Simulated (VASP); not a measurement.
# InSe in VASP: further runs, part 2 of 2

VASP 6.6.1. Earlier steps stand in the parts before.

### 3 Single point, PBE+D3(BJ) (strain along y +0.050, then relaxed in part)

Input file INCAR:

```
SYSTEM = InSe
  ALGO = Normal
  DIPOL = 0.5 0.5 0.500
  EDIFF = 1E-7
  ENCUT = 520
  GGA = PE
  IDIPOL = 3
  ISIF = 2
  ISMEAR = 0
  IVDW = 12
  LASPH = .TRUE.
  LCHARG = .FALSE.
  LDIPOL = .TRUE.
  LREAL = .FALSE.
  LWAVE = .FALSE.
  NBANDS = 27
  NELM = 80
  PREC = Accurate
  SIGMA = 0.02
```

Input file KPOINTS:

```
k-points
0
G
  12 12 1
  0 0 0
```

Input file POSCAR:

```
InSe
1.0
    4.0266320647      0.0000000000      0.0000000000
   -2.0133160324      3.6615239427      0.0000000000
    0.0000000000      0.0000000000     36.7225669509
Se In
2 2
Direct
    0.3307276402      0.6614552805      0.4281429446
    0.3307276402      0.6614552805      0.5718570554
    0.0026056931      0.0052113862      0.4618711121
    0.0026056931      0.0052113862      0.5381288879
```

Potentials or basis: VASP PAW PBE potentials, release 64 (Se, In_d).

Command:

```sh
$ cat potpaw_PBE.64/Se/POTCAR potpaw_PBE.64/In_d/POTCAR > POTCAR
$ mpirun -np 1 vasp_std > vasp.out
```

OUTCAR:

```text
SYSTEM = InSe
   EDIFF = 1E-7
   ENCUT = 520
   GGA = PE
   ISIF = 2
   ISMEAR = 0
   IVDW = 12
   LASPH = .TRUE.
   LREAL = .FALSE.
   NELM = 80
   PREC = Accurate
 IVDW          = 12

 ion  position               nearest neighbor table
   1  0.331  0.661  0.428-   3 2.68   3 2.68   3 2.70
   2  0.331  0.661  0.572-   4 2.68   4 2.68   4 2.70
   3  0.003  0.005  0.462-   1 2.68   1 2.68   1 2.70   4 2.80
   4  0.003  0.005  0.538-   2 2.68   2 2.68   2 2.70   3 2.80

  LATTYP: Found a base centered orthorhombic cell.
 ALAT       =     4.0266320647
 B/A-ratio  =     1.8186533479
 C/A-ratio  =     9.1199211552

  Lattice vectors:

 A1 = (   2.0133160324,  -3.6615239427,   0.0000000000)
 A2 = (   2.0133160323,   3.6615239427,   0.0000000000)
 A3 = (   0.0000000000,   0.0000000000,  36.7225669509)

Analysis of symmetry for initial positions (statically):
=====================================================================
 Subroutine PRICEL returns:
 Original cell was already a primitive cell.

 Routine SETGRP: Setting up the symmetry group for a
 base centered orthorhombic supercell.

 Subroutine GETGRP returns: Found  4 space group operations
 (whereof  4 operations were pure point group operations)
 out of a pool of  8 trial point group operations.

The static configuration has the point symmetry C_2v.

Analysis of symmetry for dynamics (positions and initial velocities):
=====================================================================
 Subroutine PRICEL returns:
 Original cell was already a primitive cell.

 Routine SETGRP: Setting up the symmetry group for a
 base centered orthorhombic supercell.

 Subroutine GETGRP returns: Found  4 space group operations
 (whereof  4 operations were pure point group operations)
 out of a pool of  8 trial point group operations.

The dynamic configuration has the point symmetry C_2v.

 Subroutine INISYM returns: Found  4 space group operations
 (whereof  4 operations are pure point group operations),
 and found     1 'primitive' translations

----------------------------------------------------------------------------------------

                                     Primitive cell

  volume of cell :     541.4232

  direct lattice vectors                    reciprocal lattice vectors
     4.026632065  0.000000000  0.000000000     0.248346505  0.136555163  0.000000000
    -2.013316032  3.661523943  0.000000000     0.000000000  0.273110327  0.000000000
     0.000000000  0.000000000 36.722566951     0.000000000  0.000000000  0.027231212

  length of vectors
     4.026632065  4.178540299 36.722566951     0.283413654  0.273110327  0.027231212

  position of ions in fractional coordinates (direct lattice)
     0.330727640  0.661455281  0.428142945
     0.330727640  0.661455281  0.571857055
     0.002605693  0.005211386  0.461871112
     0.002605693  0.005211386  0.538128888

  ion indices of the primitive-cell ions
   primitive index   ion index
                 1           1
                 2           2
                 3           3
                 4           4

----------------------------------------------------------------------------------------

 KPOINTS: k-points
[... 47 lines left out ...]
  0.333333  0.166667  0.000000      4.000000
  0.416667  0.166667  0.000000      4.000000
 [... further k-points ...]
   k-points           NKPTS =     43   k-points in BZ     NKDIM =     43   number of bands    NBANDS=     27
   number of dos      NEDOS =    301   number of ions     NIONS =      4
   total plane-waves  NPLWV = 268800
   dimension x,y,z NGX =    30 NGY =   32 NGZ =  280
   dimension x,y,z NGXF=    60 NGYF=   64 NGZF=  560
   ions per type =               2   2
   NGX,Y,Z   is equivalent  to a cutoff of  12.39, 12.73, 12.68 a.u.
   NGXF,Y,Z  is equivalent  to a cutoff of  24.77, 25.46, 25.35 a.u.
 SYSTEM =  InSe
   PREC   = accura    normal or accurate (medium, high low for compatibility)
   ISTART =      0    job   : 0-new  1-cont  2-samecut
   ICHARG =      2    charge: 1-file 2-atom 10-const
   ISPIN  =      1    spin polarized calculation?
   LNONCOLLINEAR =      F non collinear calculations
   LSORBIT =      F    spin-orbit coupling
   LASPH  =      T    aspherical Exc in radial PAW
   ENCUT  =  520.0 eV  38.22 Ry    6.18 a.u.   7.49  7.77 68.28*2*pi/ulx,y,z
   NELM   =     80;   NELMIN=  2; NELMDL= -5     # of ELM steps
   EDIFF  = 0.1E-06   stopping-criterion for ELM
   LREAL  =      F    real-space projection
   EDIFFG = 0.1E-05   stopping-criterion for IOM
   NSW    =      0    number of steps for IOM
   IBRION =     -1    ionic relax: 0-MD 1-quasi-New 2-CG
   NFREE  =      0    steps in history (QN), initial steepest desc. (CG)
   ISIF   =      2    stress and relaxation
   ISYM   =      2    0-nonsym 1-usesym 2-fastsym
   POTIM  = 0.5000    time-step for ionic-motion
   TEBEG  =    0.0;   TEEND  =   0.0 temperature during run
   PSTRESS=    0.0 pullay stress
   NELECT =      38.0000    total number of electrons
   NUPDOWN=      -1.0000    fix difference up-down
   EMIN   =  10.00;   EMAX   =-10.00  energy-range for DOS
   EFERMI =   0.00;   METHOD = LEGACY
   ISMEAR =     0;   SIGMA  =   0.02  broadening in eV -4-tet -1-fermi 0-gaus
   EFERMI_NEDOS =   21; number of points for ismear=-14 and -15
   IALGO  =     38    algorithm
   IMIX   =      4    mixing-type and parameters
     AMIX     =   0.40;   BMIX     =  1.00
     AMIX_MAG =   1.60;   BMIX_MAG =  1.00
  volume/ion in A,a.u.               =     135.36       913.43
  Fermi-wavevector in a.u.,A,eV,Ry     =   0.675290  1.276113  6.204485  0.456017
  Thomas-Fermi vector in A             =   1.752262
   LORBIT       =      0    0 simple, 1 ext, 2 COOP (PROOUT), +10 PAW based schemes
   GGA     = PE    functional components
   LHFCALC =     F    Hartree Fock is set to
   AEXX    =    0.0000 exact exchange contribution
   IVDW    =    12    specifies the selected vdW correction
   LEPSILON=     F    determine dielectric tensor
   LRPA    =     F    only Hartree local field effects (RPA)
 non-spin polarized calculation
 Gauss-broadening in eV      SIGMA  =   0.02
  energy-cutoff  :      520.00
  volume of cell :      541.42
 maximum number of plane-waves:     14652
 NGX is ok and might be reduce to    30
   NGX = 15   NGY = 15   NGZ =137

 dipolmoment           0.000000      0.000000      0.000000 electrons x Angstroem

 number of electron      38.0000002 magnetization

 dipolmoment           0.000000      0.000000     -0.000000 electrons x Angstroem

 Free energy of the ion-electron system (eV)
  ---------------------------------------------------
  ext. energy  EPLUGINS =         0.00000000
  ---------------------------------------------------
  free energy    TOTEN  =       -14.18982632 eV

  energy without entropy =      -14.18982632  energy(sigma->0) =      -14.18982632

 E-fermi :  -3.7406     XC(G=0):  -2.2476

 val. band max:       -3.8247575551   @ k =  -0.1667   0.0833   0.0000
 cond. band min:      -2.6601218994   @ k =   0.0000   0.0000   0.0000
 fundamental gap:      1.1646356557
 Fermi energy:        -3.7405832131

 k-point     1 :       0.0000    0.0000    0.0000
  band No.  band energies     occupation
      1     -18.0054      2.00000
      2     -17.8204      2.00000
      3     -17.8121      2.00000
      4     -17.7382      2.00000
      5     -17.7300      2.00000
      6     -17.7295      2.00000
[... 709 lines left out ...]
     26       3.6428      0.00000
     27       4.0578      0.00000

 [... further k-points ...]

------------------------ aborting loop because EDIFF is reached ----------------------------------------

 vacuum level on the upper side and lower side of the slab       (xc-potential included)        -0.007        -0.007

 Edisp (eV)   -0.84682

 E8    (eV) :    -0.4084

  FORCE on cell =-STRESS in cart. coord.  units (eV):
  Direction    XX          YY          ZZ          XY          YZ          ZX
  --------------------------------------------------------------------------------------
  -------------------------------------------------------------------------------------
  Total      -0.50864    -2.14518     0.03514     0.00000     0.00000     0.00000
  in kB      -1.50515    -6.34800     0.10398     0.00000     0.00000     0.00000
  external pressure =       -2.58 kB  Pullay stress =        0.00 kB

 VOLUME and BASIS-vectors are now :
 -----------------------------------------------------------------------------
  energy-cutoff  :      520.00
  volume of cell :      541.42
      direct lattice vectors                 reciprocal lattice vectors
     4.026632065  0.000000000  0.000000000     0.248346505  0.136555163  0.000000000
    -2.013316032  3.661523943  0.000000000     0.000000000  0.273110327  0.000000000
     0.000000000  0.000000000 36.722566951     0.000000000  0.000000000  0.027231212

 POSITION                                       TOTAL-FORCE (eV/Angst)
 -----------------------------------------------------------------------------------
     -0.00000      2.42193     15.72251         0.000000     -0.001887     -0.015830
     -0.00000      2.42193     21.00006         0.000000     -0.001887      0.015830
     -0.00000      0.01908     16.96109        -0.000000      0.001887      0.008832
     -0.00000      0.01908     19.76147        -0.000000      0.001887     -0.008832
 -----------------------------------------------------------------------------------
    total drift:                               -0.000039      0.000715      0.000000

  FREE ENERGIE OF THE ION-ELECTRON SYSTEM (eV)
  ---------------------------------------------------
  free  energy   TOTEN  =       -15.0366429037 eV

  energy  without entropy=      -15.0366429036  energy(sigma->0) =      -15.03664290

 vacuum level on the upper side and lower side of the slab         2.017         2.017
```

OSZICAR:

```text
N       E                     dE             d eps       ncg     rms          rms(c)
DAV:   1     0.294684215544E+03    0.29468E+03   -0.14227E+04  2610   0.104E+03
DAV:   2     0.204501441473E+02   -0.27423E+03   -0.26894E+03  2830   0.260E+02
DAV:   3    -0.134276235906E+02   -0.33878E+02   -0.33605E+02  3019   0.112E+02
[... 16 lines left out ...]
DAV:  20    -0.141898246822E+02   -0.15401E-05   -0.30821E-08  2132   0.654E-04    0.164E-04
DAV:  21    -0.141898255992E+02   -0.91695E-06   -0.12952E-08  2031   0.361E-04    0.517E-05
DAV:  22    -0.141898258896E+02   -0.29038E-06   -0.14113E-09  2110   0.256E-04    0.428E-05
DAV:  23    -0.141898261034E+02   -0.21385E-06   -0.60876E-10  1946   0.155E-04    0.233E-05
DAV:  24    -0.141898262582E+02   -0.15476E-06   -0.51527E-10  2011   0.130E-04    0.242E-05
DAV:  25    -0.141898263155E+02   -0.57285E-07    0.84302E-10  1839   0.761E-05
   1 F= -.15036643E+02 E0= -.15036643E+02  d E =-.319666E-11
```

Wall time 37 min (1 thread of Intel Xeon 8259CL, shared host); peak memory 0.96 GiB.

Results:

* Free energy: -15.0366 eV
* Largest force: 0.016 eV/Å
* Band gap on the k mesh: 1.16 eV (least direct gap 1.26 eV)
* Dispersion energy per atom: -0.212 eV

Forces on the atoms (eV/Å):
```
Se   0.000 -0.002 -0.016
Se   0.000 -0.002  0.016
In   0.000  0.002  0.009
In   0.000  0.002 -0.009
```

Caveat: the cell differs from its parent crystal (strain along y +0.050, then relaxed in part); spin-orbit coupling is left out, which moves the levels of the heavy elements.
